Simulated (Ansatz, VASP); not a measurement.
**One calculation of AlCo, two programs**

The input INCAR:

```
SYSTEM = AlCo
PREC = Accurate
ENCUT = 520
EDIFF = 1E-7
ISMEAR = 0
SIGMA = 0.15
LREAL = .FALSE.
LASPH = .TRUE.
NELM = 80
ALGO = Fast
ISIF = 2
LWAVE = .FALSE.
LCHARG = .FALSE.
GGA = PS
NBANDS = 13
```

File KPOINTS:

```
regular mesh
0
G
  18 18 18
  0 0 0
```

File POSCAR:

```
AlCo
1.0
    2.8275338963     -0.1488175735     -0.1488175735
   -0.1488175735      2.8275338963     -0.1488175735
   -0.1488175735     -0.1488175735      2.8275338963
Al Co
1 1
Direct
    0.0000000000      0.0000000000      0.0000000000
    0.5000000000      0.5000000000      0.5000000000
```

Input for Ansatz:

```yaml
crystal:
  lattice:
    - [2.8275338963, -0.1488175735, -0.1488175735]
    - [-0.1488175735, 2.8275338963, -0.1488175735]
    - [-0.1488175735, -0.1488175735, 2.8275338963]
  atoms:
    - { symbol: Al, position: [0.0, 0.0, 0.0] }
    - { symbol: Co, position: [0.5, 0.5, 0.5] }
basis:
  ecutwfc: 420
kpoints:
  mp_grid: { grid: [18, 18, 18] }
hamiltonian:
  xc: pbesol
scf:
  occupations: { method: gaussian, width: 0.15 }
output:
  forces: true
  stress: true
  eigenvalues: true
```

Alike in both runs: task single point; functional PBEsol; k mesh 18 × 18 × 18; occupations gaussian, width 0.15 eV; no spin polarisation.

```csv
,VASP,Ansatz
version,VASP 6.6.1,Ansatz 0.2.0
potentials or method,"VASP PAW PBE potentials, release 64 (Al, Co), cutoff 520 eV","scalar-relativistic, plane waves, PAW"
valence electrons in the cell,12,20
```

Ansatz gave:

- gap on the k mesh at the Fermi level (eV): none
- pressure (GPa): 7.1
- traceless stress, the component that is largest in VASP (GPa): 22.25

Question: What did VASP give for the same quantities?

Answer: gap on the k mesh at the Fermi level (eV): none; pressure (GPa): 7.1; traceless stress, the component that is largest in VASP (GPa): 22.20.

VASP's potentials were made for PBE, not for PBEsol. A gap of «none» marks a metal or a gap that the smearing closes. The functional is the same, so the differences come from potentials, cutoffs and numerics. VASP's potentials hold 12 valence electrons a cell and Ansatz's 20, so a difference there can come from the potentials and not from the codes.
